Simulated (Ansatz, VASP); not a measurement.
## TaF3 in VASP and in Ansatz

INCAR

```
ALGO = Normal ; EDIFF = 1E-6
ENCUT = 520 ; GGA = PE
ISIF = 2 ; ISMEAR = 0
LASPH = T ; LCHARG = F
LREAL = F ; LWAVE = F
NBANDS = 24 ; NELM = 60
PREC = Accurate ; SIGMA = 0.15
```

Contents of KPOINTS:

```
k-points
0
Gamma
  12 12 12
```

The input POSCAR:

```
TaF3
1.0
    3.8426820000      0.0000000000      0.0000000000
    0.0000000000      3.8426820000      0.0000000000
    0.0000000000      0.0000000000      3.7841640000
Ta F
1 3
Direct
    0.0000000000      0.0000000000      0.0000000000
    0.5000000000      0.0000000000      0.0000000000
    0.0000000000      0.5000000000      0.0000000000
    0.0000000000      0.0000000000      0.5000000000
```

Input for Ansatz:

```yaml
crystal:
  lattice:
    - [3.842682, 0.0, 0.0]
    - [0.0, 3.842682, 0.0]
    - [0.0, 0.0, 3.784164]
  atoms:
    - { symbol: Ta, position: [0.0, 0.0, 0.0] }
    - { symbol: F, position: [0.5, 0.0, 0.0] }
    - { symbol: F, position: [0.0, 0.5, 0.0] }
    - { symbol: F, position: [0.0, 0.0, 0.5] }
basis:
  ecutwfc: 420
kpoints:
  mp_grid: { grid: [12, 12, 12] }
hamiltonian:
  xc: pbe
scf:
  occupations: { method: gaussian, width: 0.15 }
output:
  forces: true
  stress: true
  eigenvalues: true
```

Change from the starting cell: strain -0.015 along x and y, -0.030 along z, atoms carried along.

Alike in both runs: task single point; functional PBE; k mesh 12 × 12 × 12; occupations gaussian, width 0.15 eV; no spin polarisation.

```csv
,VASP,Ansatz
version,VASP 6.6.1,Ansatz 0.2.0
potentials or method,"VASP PAW PBE potentials, release 64 (Ta_pv, F), cutoff 520 eV","scalar-relativistic, plane waves, PAW"
valence electrons in the cell,32,34
```

```tsv
	VASP	Ansatz	Ansatz less VASP
gap on the k mesh at the Fermi level (eV)	none	none	-
pressure (GPa)	40.7	40.0	-0.78
traceless stress, the component that is largest in VASP (GPa)	5.77	5.65	-0.123
```

A gap of «none» marks a metal or a gap that the smearing closes. Both programs put the cell under a high pressure, so it lies far from rest at this level. VASP's potentials hold 32 valence electrons a cell and Ansatz's 34, so a difference there can come from the potentials and not from the codes.

Neither program's run includes spin-orbit coupling.
